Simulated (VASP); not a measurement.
# MgC18 in VASP: single point with PBE

Aim: the single point of MgC18 with PBE.

Program: VASP 6.6.1. These are calculated values, not measurements. Logs are shortened: lines on timing, memory, paths and dates and some standing lists are left out, and cuts for length are marked.

### Step 1. The cell of the first run

The cell holds a slab with vacuum, 19 atoms: a = 7.398 Å, b = 7.398 Å, c = 12.000 Å, α = 90.00°, β = 90.00°, γ = 120.00°.

### Step 2. Single point, PBE

INCAR reads:

```
  PREC = Accurate
  ENCUT = 520
  EDIFF = 1E-6
  ISMEAR = -1
  SIGMA = 0.02
  LREAL = Auto
  LASPH = True
  NELM = 100
  ALGO = Normal
  ISIF = 2
  LWAVE = False
  LCHARG = False
  GGA = PE
  NBANDS = 52
```

KPOINTS reads:

```
Automatic mesh
0
Gamma
  2 2 1
```

POSCAR reads:

```
MgC18
1.0
    7.3980000000      0.0000000000      0.0000000000
   -3.6990000000      6.4068560000      0.0000000000
    0.0000000000      0.0000000000     12.0000000000
C Mg
18 1
Direct
   -0.0009859294      0.0006942323      0.0747258405
    0.2224292164      0.1110340016      0.0747469912
   -0.0009575026      0.3340688659      0.0748373619
    0.2224361758      0.4443787524      0.0748602283
   -0.0009931471      0.6673949299      0.0748195012
    0.2224012947      0.7777068578      0.0748647281
    0.3323616121      0.0007401042      0.0748191921
    0.5556977922      0.1110280234      0.0748535741
    0.3323988134      0.3340761166      0.0748011406
    0.5557281063      0.4443681687      0.0748040214
    0.3323819524      0.6673827709      0.0748933471
    0.5557398945      0.7776761484      0.0748449499
    0.6656778176      0.0006867191      0.0748217753
    0.8890540739      0.1110019351      0.0748000392
    0.6656594933      0.3340760961      0.0748432952
    0.8890593795      0.4443907967      0.0748504859
    0.6656827998      0.6673781879      0.0748033647
    0.8890436728      0.7776783318      0.0747625975
    0.0561125844      0.9600629612      0.4157469659
```

Potentials or basis: VASP PAW PBE potentials, release 64 (C, Mg).

Launch:

```sh
$ cat potpaw_PBE.64/C/POTCAR potpaw_PBE.64/Mg/POTCAR > POTCAR
$ mpirun -np 1 vasp_std > vasp.out
```

OUTCAR:

```text
PREC = Accurate
   ENCUT = 520
   EDIFF = 1E-6
   ISMEAR = -1
   LREAL = Auto
   LASPH = True
   NELM = 100
   ISIF = 2
   GGA = PE

 ion  position               nearest neighbor table
   1  0.999  0.001  0.075-  14 1.41  18 1.43   2 1.43
   2  0.222  0.111  0.075-   7 1.41   9 1.43   1 1.43
   3  0.999  0.334  0.075-  16 1.41  14 1.43   4 1.43
   4  0.222  0.444  0.075-   9 1.41  11 1.43   3 1.43
   5  0.999  0.667  0.075-  18 1.41  16 1.43   6 1.43
   6  0.222  0.778  0.075-  11 1.41   7 1.43   5 1.43
[... 10 lines left out ...]
  17  0.666  0.667  0.075-  12 1.41  10 1.43  18 1.43
  18  0.889  0.778  0.075-   5 1.41   1 1.43  17 1.43
  19  0.056  0.960  0.416-

  LATTYP: Found a hexagonal cell.
 ALAT       =     7.3980000000
 C/A-ratio  =     1.6220600162

  Lattice vectors:

 A1 = (   7.3980000000,   0.0000000000,   0.0000000000)
 A2 = (  -3.6990000000,   6.4068560000,   0.0000000000)
 A3 = (   0.0000000000,   0.0000000000,  12.0000000000)

Analysis of symmetry for initial positions (statically):
=====================================================================
 Subroutine PRICEL returns:
 Original cell was already a primitive cell.

 Routine SETGRP: Setting up the symmetry group for a
 hexagonal supercell.

 Subroutine GETGRP returns: Found  1 space group operations
 (whereof  1 operations were pure point group operations)
 out of a pool of 24 trial point group operations.

The static configuration has the point symmetry C_1 .

Analysis of symmetry for dynamics (positions and initial velocities):
=====================================================================
 Subroutine PRICEL returns:
 Original cell was already a primitive cell.

 Routine SETGRP: Setting up the symmetry group for a
 hexagonal supercell.

 Subroutine GETGRP returns: Found  1 space group operations
 (whereof  1 operations were pure point group operations)
 out of a pool of 24 trial point group operations.

The dynamic configuration has the point symmetry C_1 .

 Subroutine INISYM returns: Found  1 space group operations
 (whereof  1 operations are pure point group operations),
 and found     1 'primitive' translations

----------------------------------------------------------------------------------------
[... 106 lines left out ...]
   EDIFF  = 0.1E-05   stopping-criterion for ELM
   LREAL  =      T    real-space projection
   EDIFFG = 0.1E-04   stopping-criterion for IOM
   NSW    =      0    number of steps for IOM
   IBRION =     -1    ionic relax: 0-MD 1-quasi-New 2-CG
   NFREE  =      0    steps in history (QN), initial steepest desc. (CG)
   ISIF   =      2    stress and relaxation
   ISYM   =      2    0-nonsym 1-usesym 2-fastsym
   POTIM  = 0.5000    time-step for ionic-motion
   TEBEG  =    0.0;   TEEND  =   0.0 temperature during run
   PSTRESS=    0.0 pullay stress
   NELECT =      74.0000    total number of electrons
   NUPDOWN=      -1.0000    fix difference up-down
   EMIN   =  10.00;   EMAX   =-10.00  energy-range for DOS
   EFERMI =   0.00;   METHOD = LEGACY
   ISMEAR =    -1;   SIGMA  =   0.02  broadening in eV -4-tet -1-fermi 0-gaus
   EFERMI_NEDOS =   21; number of points for ismear=-14 and -15
   IALGO  =     38    algorithm
   IMIX   =      4    mixing-type and parameters
     AMIX     =   0.40;   BMIX     =  1.00
     AMIX_MAG =   1.60;   BMIX_MAG =  1.00
  volume/ion in A,a.u.               =      29.94       202.01
  Fermi-wavevector in a.u.,A,eV,Ry     =   0.829542  1.567608  9.362720  0.688140
  Thomas-Fermi vector in A             =   1.942107
   LORBIT       =      0    0 simple, 1 ext, 2 COOP (PROOUT), +10 PAW based schemes
   GGA     = PE    functional components
   LHFCALC =     F    Hartree Fock is set to
   AEXX    =    0.0000 exact exchange contribution
   IVDW    =     0    specifies the selected vdW correction
   LEPSILON=     F    determine dielectric tensor
   LRPA    =     F    only Hartree local field effects (RPA)
 non-spin polarized calculation
  energy-cutoff  :      520.00
  volume of cell :      568.78
 maximum number of plane-waves:     15363
 NGX is ok and might be reduce to    56
   NGX = 27   NGY = 27   NGZ = 45

 number of electron      73.9999999 magnetization

 Free energy of the ion-electron system (eV)
  ---------------------------------------------------
  ext. energy  EPLUGINS =         0.00000000
  ---------------------------------------------------
  free energy    TOTEN  =      -165.63233087 eV

  energy without entropy =     -165.62871128  energy(sigma->0) =     -165.63052108

 E-fermi :  -1.4584     XC(G=0):  -4.5269

 val. band max:       -1.5376473830   @ k =   0.0000   0.0000   0.0000
 cond. band min:      -1.3789661855   @ k =   0.0000   0.0000   0.0000
 fundamental gap:      0.1586811975
 Fermi energy:        -1.4584186235

 k-point     1 :       0.0000    0.0000    0.0000
  band No.  band energies     occupation
      1     -20.9792      2.00000
      2     -18.3996      2.00000
      3     -18.3983      2.00000
      4     -18.3954      2.00000
      5     -18.3949      2.00000
      6     -18.3915      2.00000
[... 197 lines left out ...]
     48       3.4553      0.00000
     49       3.4845      0.00000
 [bands above 49 left out]

------------------------ aborting loop because EDIFF is reached ----------------------------------------

  FORCE on cell =-STRESS in cart. coord.  units (eV):
  Direction    XX          YY          ZZ          XY          YZ          ZX
  --------------------------------------------------------------------------------------
  -------------------------------------------------------------------------------------
  Total       -0.3186299      3.3599924     -0.1483125      4.1165569     -0.0014840      0.0004189
  in kB       -0.8975458      9.4647324     -0.4177802     11.5958922     -0.0041802      0.0011800
  external PRESSURE =       2.7164688 kB  Pullay stress =       0.0000000 kB

 VOLUME and BASIS-vectors are now :
 -----------------------------------------------------------------------------
  energy-cutoff  :      520.00
  volume of cell :      568.78
      direct lattice vectors                 reciprocal lattice vectors
     7.398000000  0.000000000  0.000000000     0.135171668  0.078041398  0.000000000
    -3.699000000  6.406856000  0.000000000     0.000000000  0.156082796  0.000000000
     0.000000000  0.000000000 12.000000000     0.000000000  0.000000000  0.083333333

 POSITION                                       TOTAL-FORCE (eV/Angst)
 -----------------------------------------------------------------------------------
      7.38814      0.00445      0.89671         0.003601      0.008355      0.000178
      1.23482      0.71138      0.89696        -0.019649      0.006116      0.002333
      6.15520      2.14033      0.89805         0.000971     -0.000618      0.001214
      0.00183      2.84707      0.89832        -0.010098      0.004999     -0.000029
      4.92196      4.27590      0.89783         0.023751      0.004475      0.003251
     -1.23141      4.98266      0.89838         0.007204     -0.010274     -0.005727
[... 11 lines left out ...]
      3.70051      4.98247      0.89715        -0.005798      0.005118     -0.001181
     -3.13615      6.15099      4.98896         0.001531     -0.000572      0.005280
 -----------------------------------------------------------------------------------
    total drift:                               -0.008972     -0.006253     -0.058355

  FREE ENERGIE OF THE ION-ELECTRON SYSTEM (eV)
  ---------------------------------------------------
  free  energy   TOTEN  =      -165.6323308722 eV

  energy  without entropy=     -165.6287112814  energy(sigma->0) =     -165.63052108
```

OSZICAR:

```text
N       E                     dE             d eps       ncg     rms          rms(c)
DAV:   1     0.585305161312E+03    0.58531E+03   -0.29149E+04   424   0.112E+03
DAV:   2    -0.828813319898E+02   -0.66819E+03   -0.64252E+03   628   0.264E+02
DAV:   3    -0.179406442279E+03   -0.96525E+02   -0.96096E+02   488   0.104E+02
[... 13 lines left out ...]
DAV:  17    -0.165632310089E+03   -0.30461E-04   -0.10467E-05   396   0.892E-03    0.309E-03
DAV:  18    -0.165632324453E+03   -0.14364E-04   -0.31794E-06   336   0.433E-03    0.148E-03
DAV:  19    -0.165632329632E+03   -0.51790E-05   -0.10278E-06   328   0.258E-03    0.859E-04
DAV:  20    -0.165632330745E+03   -0.11136E-05   -0.32591E-07   336   0.157E-03    0.592E-04
DAV:  21    -0.165632330872E+03   -0.12678E-06   -0.10718E-07   328   0.933E-04
   1 F= -.16563233E+03 E0= -.16563052E+03  d E =-.361959E-02
```

Wall time 4.8 min (1 thread of Intel Xeon Platinum 8259CL at 2.50GHz (Skylake/Cascade Lake), shared host); peak memory 0.58 GiB.

What came out:

```yaml
Free_energy: -165.6323 eV
Largest_force: 0.024 eV/Å
Band_gap_on_the_k_mesh: 0.16 eV, direct
```

Forces in eV/Å, atoms in the order of the input:
```
C    0.004  0.008  0.000
C   -0.020  0.006  0.002
C    0.001 -0.001  0.001
C   -0.010  0.005  0.000
C    0.024  0.004  0.003
C    0.007 -0.010 -0.006
C    0.008 -0.021  0.003
C    0.014  0.001 -0.003
C   -0.003 -0.007 -0.004
C   -0.008  0.004  0.002
C   -0.011  0.005  0.001
C   -0.016 -0.001  0.000
C   -0.006  0.010  0.003
C   -0.008  0.010 -0.008
C    0.020 -0.005  0.005
C    0.005 -0.012 -0.001
C    0.004 -0.003 -0.003
C   -0.006  0.005 -0.001
Mg   0.002 -0.001  0.005
```

Caveat: the k points lie up to 0.49 Å⁻¹ apart.
